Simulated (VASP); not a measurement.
Write the native input for VASP 6.6.1 that does the following.

| Item | Value |
| --- | --- |
| Task | single point |
| Functional | r2SCAN |
| Potentials or basis | VASP PAW PBE potentials, release 64 (O) |
| Cutoff | 520 eV |
| k mesh | 1 × 1 × 1 |
| Occupations | methfessel-paxton, width 0.02 eV |
| Spin | collinear spin, ferromagnetic start |
| Starting moments | [1.0, 1.0] μB |
| Dipole correction | no |
| Further INCAR settings | ALGO = Normal; EDIFF = 1e-06; NBANDS = 17 |

System: O2, in a box.

```
CELL_PARAMETERS angstrom
9.00000 0.00000 0.00000
0.00000 9.50000 0.00000
0.00000 0.00000 10.00000
ATOMIC_POSITIONS crystal
O 0.50000 0.50000 0.43973
O 0.50000 0.50000 0.56027
```

The input as run:

POSCAR

```
O
1.0
    9.0000000000      0.0000000000      0.0000000000
    0.0000000000      9.5000000000      0.0000000000
    0.0000000000      0.0000000000     10.0000000000
O
2
Direct
    0.5000000000      0.5000000000      0.4397335802
    0.5000000000      0.5000000000      0.5602664198
```

INCAR.step1

```
SYSTEM = O
ALGO     = Normal         ! electronic algorithm
EDIFF    = 1E-4           ! SCF threshold, eV
ENCUT    = 520            ! plane-wave cutoff, eV
GGA      = PE             ! functional
ISMEAR   = 1              ! smearing method
ISPIN    = 2              ! spin polarisation
LASPH    = .TRUE.         ! aspherical terms in the spheres
LCHARG   = .FALSE.        ! write CHGCAR
LREAL    = .FALSE.        ! projectors in reciprocal space
LWAVE    = .TRUE.         ! write WAVECAR
MAGMOM   = 1 1            ! initial moments
NBANDS   = 17             ! bands
NELM     = 150            ! most SCF steps
PREC     = Accurate       ! precision mode
SIGMA    = 0.02           ! smearing width, eV
```

INCAR.step2

```
SYSTEM = O
ALGO     = Normal         ! electronic algorithm
EDIFF    = 1E-6           ! SCF threshold, eV
ENCUT    = 520            ! plane-wave cutoff, eV
ISIF     = 2              ! what is computed and relaxed
ISMEAR   = 1              ! smearing method
ISPIN    = 2              ! spin polarisation
ISTART   = 1            
LASPH    = .TRUE.         ! aspherical terms in the spheres
LCHARG   = .FALSE.        ! write CHGCAR
LMIXTAU  = .TRUE.       
LORBIT   = 11             ! projections on sites
LREAL    = .FALSE.        ! projectors in reciprocal space
LWAVE    = .FALSE.        ! write WAVECAR
MAGMOM   = 1 1            ! initial moments
METAGGA  = R2SCAN         ! meta-GGA
NBANDS   = 17             ! bands
NELM     = 150            ! most SCF steps
PREC     = Accurate       ! precision mode
SIGMA    = 0.02           ! smearing width, eV
```

KPOINTS

```
k-points
0
G
  1 1 1
  0 0 0
```

Potentials or basis: VASP PAW PBE potentials, release 64 (O).

Command:

```sh
$ cat potpaw_PBE.64/O/POTCAR > POTCAR
$ cp INCAR.step1 INCAR
$ mpirun -np 1 vasp_gam > vasp.out
$ cp INCAR.step2 INCAR
$ mpirun -np 1 vasp_gam > vasp.out
```

Results of the run:

The largest force is 1.452 eV/Å. The gap between the frontier levels is 3.45 eV, the net moment is 2.00 μB per cell and the site moments are O +0.83 μB. The valence electrons inside the program's atomic spheres are O 4.94.

Caveat: the standard files for N, O and F lose accuracy on very short bonds; the PAW data sets were made with another functional, which shifts forces and pressure a little.

Run time: 6 min on 1 thread of Oxide Virtual Turin-like Processor, with other jobs on the host, peak memory 1.2 GiB.
